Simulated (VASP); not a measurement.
A run of VASP 6.6.1 is set up as follows.

INCAR

```
SYSTEM = C
PREC = Accurate ; ENCUT = 520
EDIFF = 1E-7 ; ISMEAR = 0
SIGMA = 0.05 ; LREAL = .FALSE.
LASPH = .TRUE. ; NELM = 60
ALGO = Normal ; ISIF = 2
LWAVE = .FALSE. ; LCHARG = .FALSE.
GGA = PE ; IVDW = 12
NBANDS = 31
```

File KPOINTS:

```
regular mesh
0
G
  7 11 3
  0 0 0
```

File POSCAR:

```
C
1.0
    0.0000000000      1.4231463890     -3.3609366400
   -2.4649618524      0.0000000000      0.0000000000
   -0.8216539508     11.5135083688      3.6586079403
C
10
Direct
    0.4710656495      1.1639551741      0.7081344776
    0.7594861587      0.3818498508      0.0544504475
    0.9373810314      0.8273761817      0.2178714550
    0.1152759041      0.2729025125      0.3812924625
    0.2931707768      0.7184288433      0.5447134701
    0.8184087140      0.8636764800      0.1089705600
   -0.0036964133      0.3092028108      0.2723915676
    0.1741984594      0.7547291416      0.4358125751
    0.3520933321      0.2002554725      0.5992335826
    0.5299882048      0.6457818033      0.7626545901
```

Potentials or basis: VASP PAW PBE potentials, release 64 (C).

Command:

```bash
$ cat potpaw_PBE.64/C/POTCAR > POTCAR
$ mpirun -np 1 vasp_std > vasp.out
```

(1) What does it give for the dispersion energy per atom?

(2) What does it give for the pressure?

Results:

(1) -0.138 eV.

(2) -1.2 GPa.
